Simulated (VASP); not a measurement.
Write the native input for VASP 6.6.1 that does the following.

* Task: single point
* Functional: LDA
* Potentials or basis: VASP PAW LDA potentials, release 64 (Zr_sv, Pb_d, O)
* Cutoff: 520 eV
* k mesh: 8 × 8 × 8
* Occupations: gaussian, width 0.05 eV
* Spin: no spin polarisation
* Dipole correction: no
* Further INCAR settings: ALGO = Normal; EDIFF = 1e-06; NBANDS = 30

The structure of ZrPbO3 lies in POSCAR:

```
ZrPbO3
1.0
    3.9607575961      0.0000000000      0.0000000000
    0.0000000000      3.9607575961      0.0000000000
    0.0000000000      0.0000000000      4.7529091154
Zr Pb O
1 1 3
Direct
    0.0000000000      0.0000000000      0.0000000000
    0.5000000000      0.5000000000      0.5000000000
    0.5000000000      0.0000000000      0.0000000000
    0.0000000000      0.0000000000      0.5000000000
    0.0000000000      0.5000000000      0.0000000000
```

This cell differs from its parent crystal: ratio of the length along z to the lengths across it x 1.2, volume and fractional coordinates fixed.

These files were run (other wordings do the same):

INCAR

```
SYSTEM = ZrPbO3
PREC     = Accurate       ! precision mode
ENCUT    = 520            ! plane-wave cutoff, eV
EDIFF    = 1E-6           ! SCF threshold, eV
ISMEAR   = 0              ! smearing method
SIGMA    = 0.05           ! smearing width, eV
LREAL    = .FALSE.        ! projectors in reciprocal space
LASPH    = .TRUE.         ! aspherical terms in the spheres
NELM     = 60             ! most SCF steps
ALGO     = Normal         ! electronic algorithm
ISIF     = 2              ! what is computed and relaxed
LWAVE    = .FALSE.        ! write WAVECAR
LCHARG   = .TRUE.         ! write CHGCAR
LELF     = .TRUE.         ! ELF
LVHAR    = .TRUE.       
NBANDS   = 30             ! bands
```

KPOINTS

```
regular mesh
0
G
  8 8 8
  0 0 0
```

Potentials or basis: VASP PAW LDA potentials, release 64 (Zr_sv, Pb_d, O).

Run with:

```bash
$ cat potpaw_LDA.64/Zr_sv/POTCAR potpaw_LDA.64/Pb_d/POTCAR potpaw_LDA.64/O/POTCAR > POTCAR
$ mpirun -np 1 vasp_std > vasp.out
```

It gave:

* Pressure: -3.1 GPa
* Band gap on the k mesh: 1.47 eV, indirect (least direct gap 1.58 eV)

Caveat: spin-orbit coupling is left out, which moves the levels of the heavy elements.

Run time: 62 s on 1 thread of Intel(R) Xeon(R) 6975P-C (Granite Rapids), with other jobs on the host, peak memory 0.27 GiB.
